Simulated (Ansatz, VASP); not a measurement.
## Gd in VASP and in Ansatz

```
Gd
1.0
    -1.85098    1.85098    1.85098
     1.85098   -1.85098    1.85098
     1.85098    1.85098   -1.85098
Gd
1
Cartesian
  0.0000 0.0000 0.0000
```

Change from the starting cell: volume scaled by 0.76, LAPW.

Alike in both runs: task single point; functional PBE; k mesh 15 × 15 × 15; occupations fermi-dirac, width 0.08 eV; collinear spin.

|  | VASP | Ansatz |
| --- | --- | --- |
| version | VASP 6.6.1 | Ansatz 0.2.0 |
| potentials or method | VASP PAW PBE potentials, release 64 (Gd), cutoff 520 eV | all-electron LAPW, scalar-relativistic |

Ansatz gave:

```
pressure (GPa)                                                : 13.8
net moment per atom (μB)                                      : 7.56
size of the moment on the site where the two differ most (μB) : 7.39
```

Task: What did VASP give for the same quantities?

Result: Pressure (GPa): 13.9; net moment per atom (μB): 7.56; size of the moment on the site where the two differ most (μB): 7.02.

Site moments also hang on the region over which each program counts them. Ansatz ran all-electron here, and VASP with PAW potentials.

Neither program's run includes spin-orbit coupling.
